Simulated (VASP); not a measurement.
# Ni (P6_3/mmc) in VASP: notebook

The runs below take Ni through single point, with LDA.

Program: VASP 6.6.1. These are calculated values, not measurements. Logs are shortened: lines on timing, memory, paths and dates and some standing lists are left out, and cuts for length are marked.

## 1. The cell of the first run

It takes space group P6_3/mmc (No. 194, hexagonal). The conventional cell has a = 2.398 Å, b = 2.398 Å, c = 3.990 Å, α = 90.00°, β = 90.00°, γ = 120.00°. Ni (site symmetry -6m2) has 12 Ni at 2.40 to 2.43 Å within 3.2 Å.

This isn't the form of Ni at room conditions, which is fcc.

## 2. Single point, LDA, collinear spin, ferromagnetic start (9.94 Å³/atom)

The input, INCAR:

```
  ALGO = Normal
  EDIFF = 1E-6
  ENCUT = 520
  ISIF = 2
  ISMEAR = -1
  ISPIN = 2
  LASPH = True
  LCHARG = False
  LMAXMIX = 4
  LORBIT = 11
  LREAL = False
  LWAVE = False
  MAGMOM = 1.5 1.5
  NBANDS = 21
  NELM = 150
  PREC = Accurate
  SIGMA = 0.08
```

The input, KPOINTS:

```
k-points
0
Gamma
  15 15 8
```

The input, POSCAR:

```
Ni
1.0
    2.3984743352      0.0000000000      0.0000000000
   -1.1992371676      2.0771397046      0.0000000000
    0.0000000000      0.0000000000      3.9903729812
Ni
2
Direct
    0.3333333333      0.6666666667      0.2500000000
    0.6666666667      0.3333333333      0.7500000000
```

Potentials or basis: VASP PAW LDA potentials, release 64 (Ni).

The run is started by

```
$ cat potpaw_LDA.64/Ni/POTCAR > POTCAR
$ mpirun -np 1 vasp_std > vasp.out
```

OUTCAR:

```text
EDIFF = 1E-6
   ENCUT = 520
   ISIF = 2
   ISMEAR = -1
   ISPIN = 2
   LASPH = True
   LORBIT = 11
   LREAL = False
   NELM = 150
   PREC = Accurate

 ion  position               nearest neighbor table
   1  0.333  0.667  0.250-   2 2.43   2 2.43   2 2.43   2 2.43   2 2.43   2 2.43
   2  0.667  0.333  0.750-   1 2.43   1 2.43   1 2.43   1 2.43   1 2.43   1 2.43

  LATTYP: Found a hexagonal cell.
 ALAT       =     2.3984743352
 C/A-ratio  =     1.6637130207

  Lattice vectors:

 A1 = (   2.3984743352,   0.0000000000,   0.0000000000)
 A2 = (  -1.1992371676,   2.0771397046,   0.0000000000)
 A3 = (   0.0000000000,   0.0000000000,   3.9903729812)

Analysis of symmetry for initial positions (statically):
=====================================================================
 Subroutine PRICEL returns:
 Original cell was already a primitive cell.

 Routine SETGRP: Setting up the symmetry group for a
 hexagonal supercell.

 Subroutine GETGRP returns: Found 24 space group operations
 (whereof 12 operations were pure point group operations)
 out of a pool of 24 trial point group operations.

The static configuration has the point symmetry D_3d.
 The point group associated with its full space group is D_6h.

Analysis of symmetry for dynamics (positions and initial velocities):
=====================================================================
 Subroutine PRICEL returns:
 Original cell was already a primitive cell.

 Routine SETGRP: Setting up the symmetry group for a
 hexagonal supercell.

 Subroutine GETGRP returns: Found 24 space group operations
 (whereof 12 operations were pure point group operations)
 out of a pool of 24 trial point group operations.

The dynamic configuration has the point symmetry D_3d.
 The point group associated with its full space group is D_6h.

Analysis of structural, dynamic, and magnetic symmetry:
=====================================================================
 Subroutine PRICEL returns:
 Original cell was already a primitive cell.

 Routine SETGRP: Setting up the symmetry group for a
 hexagonal supercell.

 Subroutine GETGRP returns: Found 24 space group operations
 (whereof 12 operations were pure point group operations)
 out of a pool of 24 trial point group operations.

The overall configuration has the point symmetry D_3d.
 The point group associated with its full space group is D_6h.

 Subroutine INISYM returns: Found 24 space group operations
 (whereof 12 operations are pure point group operations),
 and found     1 'primitive' translations

----------------------------------------------------------------------------------------

                                     Primitive cell

  volume of cell :      19.8799

  direct lattice vectors                    reciprocal lattice vectors
     2.398474335  0.000000000  0.000000000     0.416931708  0.240715634  0.000000000
    -1.199237168  2.077139705  0.000000000     0.000000000  0.481431267  0.000000000
     0.000000000  0.000000000  3.990372981     0.000000000  0.000000000  0.250603140

  length of vectors
     2.398474335  2.398474335  3.990372981     0.481431267  0.481431267  0.250603140

  position of ions in fractional coordinates (direct lattice)
     0.333333333  0.666666667  0.250000000
     0.666666667  0.333333333  0.750000000

  ion indices of the primitive-cell ions
   primitive index   ion index
                 1           1
                 2           2

----------------------------------------------------------------------------------------

 KPOINTS: k-points

Automatic generation of k-mesh.
 Grid dimensions read from file:
 generate k-points for:   15   15    8

 Generating k-lattice:

  Cartesian coordinates                     Fractional coordinates (reciprocal lattice)
     0.027795447  0.016047709  0.000000000     0.066666667 -0.000000000  0.000000000
     0.000000000  0.032095418  0.000000000     0.000000000  0.066666667  0.000000000
     0.000000000  0.000000000  0.031325393     0.000000000  0.000000000  0.125000000

  Length of vectors
     0.032095418  0.032095418  0.031325393

  Shift w.r.t. Gamma in fractional coordinates (k-lattice)
     0.000000000  0.000000000  0.000000000

 Subroutine IBZKPT returns following result:
 ===========================================

 Found    135 irreducible k-points:

 Following reciprocal coordinates:
            Coordinates               Weight
  0.000000  0.000000  0.000000      1.000000
  0.066667  0.000000  0.000000      6.000000
  0.133333 -0.000000  0.000000      6.000000
  0.200000  0.000000  0.000000      6.000000
  0.266667 -0.000000  0.000000      6.000000
  0.333333 -0.000000  0.000000      6.000000
[... 16 lines left out ...]
  0.333333  0.200000  0.000000     12.000000
  0.400000  0.200000  0.000000      6.000000
 [... further k-points ...]
   k-points           NKPTS =    135   k-points in BZ     NKDIM =    135   number of bands    NBANDS=     21
   number of dos      NEDOS =    301   number of ions     NIONS =      2
   total plane-waves  NPLWV =   9720
   dimension x,y,z NGX =    18 NGY =   18 NGZ =   30
   dimension x,y,z NGXF=    36 NGYF=   36 NGZF=   60
   ions per type =               2
   NGX,Y,Z   is equivalent  to a cutoff of  12.48, 12.48, 12.50 a.u.
   NGXF,Y,Z  is equivalent  to a cutoff of  24.95, 24.95, 25.00 a.u.
 SYSTEM =  unknown system
   PREC   = accura    normal or accurate (medium, high low for compatibility)
   ISTART =      0    job   : 0-new  1-cont  2-samecut
   ICHARG =      2    charge: 1-file 2-atom 10-const
   ISPIN  =      2    spin polarized calculation?
   LNONCOLLINEAR =      F non collinear calculations
   LSORBIT =      F    spin-orbit coupling
   LASPH  =      T    aspherical Exc in radial PAW
   ENCUT  =  520.0 eV  38.22 Ry    6.18 a.u.   4.46  4.46  7.42*2*pi/ulx,y,z
   NELM   =    150;   NELMIN=  2; NELMDL= -5     # of ELM steps
   EDIFF  = 0.1E-05   stopping-criterion for ELM
   LREAL  =      F    real-space projection
   EDIFFG = 0.1E-04   stopping-criterion for IOM
   NSW    =      0    number of steps for IOM
   IBRION =     -1    ionic relax: 0-MD 1-quasi-New 2-CG
   NFREE  =      0    steps in history (QN), initial steepest desc. (CG)
   ISIF   =      2    stress and relaxation
   ISYM   =      2    0-nonsym 1-usesym 2-fastsym
   POTIM  = 0.5000    time-step for ionic-motion
   TEBEG  =    0.0;   TEEND  =   0.0 temperature during run
   PSTRESS=    0.0 pullay stress
   NELECT =      20.0000    total number of electrons
   NUPDOWN=      -1.0000    fix difference up-down
   EMIN   =  10.00;   EMAX   =-10.00  energy-range for DOS
   EFERMI =   0.00;   METHOD = LEGACY
   ISMEAR =    -1;   SIGMA  =   0.08  broadening in eV -4-tet -1-fermi 0-gaus
   EFERMI_NEDOS =   21; number of points for ismear=-14 and -15
   IALGO  =     38    algorithm
   IMIX   =      4    mixing-type and parameters
     AMIX     =   0.40;   BMIX     =  1.00
     AMIX_MAG =   1.60;   BMIX_MAG =  1.00
  volume/ion in A,a.u.               =       9.94        67.08
  Fermi-wavevector in a.u.,A,eV,Ry     =   1.640389  3.099885 36.611573  2.690875
  Thomas-Fermi vector in A             =   2.731035
   LORBIT       =     11    0 simple, 1 ext, 2 COOP (PROOUT), +10 PAW based schemes
   GGA     = CA    functional components
   LHFCALC =     F    Hartree Fock is set to
   AEXX    =    0.0000 exact exchange contribution
   IVDW    =     0    specifies the selected vdW correction
   LEPSILON=     F    determine dielectric tensor
   LRPA    =     F    only Hartree local field effects (RPA)
 spin polarized calculation
  energy-cutoff  :      520.00
  volume of cell :       19.88
 maximum number of plane-waves:       555
 NGX is ok and might be reduce to    18
   NGX =  9   NGY =  9   NGZ = 15

 number of electron      19.9999984 magnetization       1.1704473

 Free energy of the ion-electron system (eV)
  ---------------------------------------------------
  ext. energy  EPLUGINS =         0.00000000
  ---------------------------------------------------
  free energy    TOTEN  =       -13.14484058 eV

  energy without entropy =      -13.06693770  energy(sigma->0) =      -13.10588914

 E-fermi :  10.3907     XC(G=0): -14.1551

 val. band max:       10.3902208598   @ k =   0.0667   0.0000   0.1250
 cond. band min:      10.3918539488   @ k =   0.2667   0.0667   0.3750
 fundamental gap:      0.0016330891
 Fermi energy:        10.3906968327

 spin component 1

 k-point     1 :       0.0000    0.0000    0.0000
  band No.  band energies     occupation
      1       0.7480      1.00000
      2       5.0548      1.00000
      3       7.7213      1.00000
      4       7.8954      1.00000
      5       7.8954      1.00000
      6       8.1903      1.00000
[... 13 lines left out ...]
     20      38.1991      0.00000
     21      42.2624      0.00000
[... 529 lines left out ...]
 k-point    24 :       0.4000    0.2000    0.0000
  band No.  band energies     occupation
      1       6.0654      1.00000
      2       6.0804      1.00000
      3       6.1127      1.00000
      4       7.1165      1.00000
      5       7.6568      1.00000
      6       7.7831      1.00000
[... 13 lines left out ...]
     20      41.1788      0.00000
     21      45.3623      0.00000

 [... further k-points ...]

 spin component 2

 k-point     1 :       0.0000    0.0000    0.0000
  band No.  band energies     occupation
      1       0.7992      1.00000
      2       5.4055      1.00000
      3       8.2923      1.00000
      4       8.4598      1.00000
      5       8.4598      1.00000
      6       8.7699      1.00000
[... 13 lines left out ...]
     20      38.3401      0.00000
     21      42.4157      0.00000
[... 529 lines left out ...]
 k-point    24 :       0.4000    0.2000    0.0000
  band No.  band energies     occupation
      1       6.4228      1.00000
      2       6.5095      1.00000
      3       6.5484      1.00000
      4       7.4626      1.00000
      5       8.1708      1.00000
      6       8.2752      1.00000
[... 13 lines left out ...]
     20      41.3129      0.00000
     21      45.3953      0.00000

 [... further k-points ...]

------------------------ aborting loop because EDIFF is reached ----------------------------------------

  FORCE on cell =-STRESS in cart. coord.  units (eV):
  Direction    XX          YY          ZZ          XY          YZ          ZX
  --------------------------------------------------------------------------------------
  -------------------------------------------------------------------------------------
  Total        0.5887450      0.5887450      0.0463034      0.0000000      0.0000000      0.0000000
  in kB       47.4486118     47.4486118      3.7317229      0.0000000      0.0000000      0.0000000
  external PRESSURE =      32.8763155 kB  Pullay stress =       0.0000000 kB

 VOLUME and BASIS-vectors are now :
 -----------------------------------------------------------------------------
  energy-cutoff  :      520.00
  volume of cell :       19.88
      direct lattice vectors                 reciprocal lattice vectors
     2.398474335  0.000000000  0.000000000     0.416931708  0.240715634  0.000000000
    -1.199237168  2.077139705  0.000000000     0.000000000  0.481431267  0.000000000
     0.000000000  0.000000000  3.990372981     0.000000000  0.000000000  0.250603140

 POSITION                                       TOTAL-FORCE (eV/Angst)
 -----------------------------------------------------------------------------------
     -0.00000      1.38476      0.99759         0.000000     -0.000000      0.000000
      1.19924      0.69238      2.99278        -0.000000      0.000000      0.000000
 -----------------------------------------------------------------------------------
    total drift:                               -0.000000      0.000000     -0.000000

  FREE ENERGIE OF THE ION-ELECTRON SYSTEM (eV)
  ---------------------------------------------------
  free  energy   TOTEN  =       -13.1448405759 eV

  energy  without entropy=      -13.0669377020  energy(sigma->0) =      -13.10588914

 total charge

# of ion       s       p       d       tot
------------------------------------------
    1        0.539   0.581   8.376   9.496
    2        0.539   0.581   8.376   9.496
--------------------------------------------------
tot          1.078   1.163  16.752  18.993

 magnetization (x)

# of ion       s       p       d       tot
------------------------------------------
    1       -0.004  -0.018   0.605   0.584
    2       -0.004  -0.018   0.605   0.584
--------------------------------------------------
tot         -0.007  -0.035   1.210   1.168
```

Run time: 59 s. Hardware: 1 thread of AMD EPYC 9R45 (Zen 5), shared host; peak memory 0.15 GiB.

Results:

- Free energy: -13.1448 eV
- Pressure: 3.3 GPa
- Net moment: 1.17 μB per cell
- Site moments: Ni +0.58 μB
- Valence electrons inside the program's atomic spheres: Ni 9.50

Stress tensor (GPa, compression positive):
```
4.74 0.00 0.00
0.00 4.74 0.00
0.00 0.00 0.37
```

Levels at points of the mesh, in eV from the Fermi level:
Spin up:
```
           k point  band 8  band 9  band 10  band 11  band 12  band 13  band 14  band 15
(0.00, 0.00, 0.00)   -1.65   -1.65    -0.64    -0.61    -0.61     6.11    23.68    26.02
(0.00, 0.00, 0.50)   -2.53   -0.94    -0.94    -0.94    -0.94    14.89    14.89    24.41
```
Spin down:
| k point | band 5 | band 6 | band 7 | band 8 | band 9 | band 10 | band 11 | band 12 | band 13 | band 14 |
| --- | --- | --- | --- | --- | --- | --- | --- | --- | --- | --- |
| (0.00, 0.00, 0.00) | -1.93 | -1.62 | -1.62 | -1.08 | -1.08 | -0.60 | 0.00 | 0.00 | 6.49 | 23.67 |
| (0.00, 0.00, 0.50) | -1.96 | -1.96 | -1.96 | -1.96 | -0.34 | -0.34 | -0.34 | -0.34 | 15.08 | 15.08 |

Caveat: the cell stands under pressure.

## 3. Single point, LDA, collinear spin, ferromagnetic start (10.25 Å³/atom)

This run uses another cell than the first one, of 10.25 Å³/atom.

The input, INCAR:

```
SYSTEM = Ni
ALGO = Normal
EDIFF = 1E-7
ENCUT = 520
GGA = CA
ISIF = 2
ISMEAR = -1
ISPIN = 2
LASPH = .True.
LCHARG = .False.
LMAXMIX = 4
LORBIT = 11
LREAL = .False.
LWAVE = .False.
MAGMOM = 1.5 1.5
NBANDS = 21
NELM = 150
PREC = Accurate
SIGMA = 0.08
```

The input, KPOINTS:

```
k-points
0
Gamma
  15 15 8
  0 0 0
```

The input, POSCAR:

```
Ni
1.0
    2.4232937031      0.0000000000      0.0000000000
   -1.2116468515      2.0986339077      0.0000000000
    0.0000000000      0.0000000000      4.0316652867
Ni
2
Direct
    0.3333333333      0.6666666667      0.2500000000
    0.6666666667      0.3333333333      0.7500000000
```

Potentials or basis: VASP PAW LDA potentials, release 64 (Ni).

The run is started by

```
$ cat potpaw_LDA.64/Ni/POTCAR > POTCAR
$ mpirun -np 1 vasp_std > vasp.out
```

It took 61 s on 1 thread of AMD EPYC 9R45 (Zen 5), shared host; peak memory 0.16 GiB.

Results (log left out):

- Free energy: -13.1426 eV
- Pressure: -4.3 GPa
- Net moment: 1.19 μB per cell
- Site moments: Ni +0.60 μB
- Valence electrons inside the program's atomic spheres: Ni 9.43

Stress tensor (GPa, compression positive):
```
-2.97  0.00  0.00
 0.00 -2.97  0.00
 0.00  0.00 -6.88
```

Levels at points of the mesh, in eV from the Fermi level:
Spin up:
| k point | band 7 | band 8 | band 9 | band 10 | band 11 | band 12 | band 13 | band 14 | band 15 | band 16 |
| --- | --- | --- | --- | --- | --- | --- | --- | --- | --- | --- |
| (0.00, 0.00, 0.00) | -2.13 | -1.61 | -1.61 | -0.62 | -0.62 | -0.57 | 5.88 | 23.42 | 25.67 | 25.77 |
| (0.00, 0.00, 0.50) | -2.44 | -2.44 | -0.93 | -0.93 | -0.93 | -0.93 | 14.56 | 14.56 | 24.13 | 24.13 |
Spin down:
| k point | band 7 | band 8 | band 9 | band 10 | band 11 | band 12 |
| --- | --- | --- | --- | --- | --- | --- |
| (0.00, 0.00, 0.00) | -1.54 | -1.02 | -1.02 | -0.54 | 0.00 | 0.00 |
| (0.00, 0.00, 0.50) | -1.87 | -1.87 | -0.32 | -0.32 | -0.32 | -0.32 |

Caveat: the cell stands under tension.

[end of part 1 of 2]
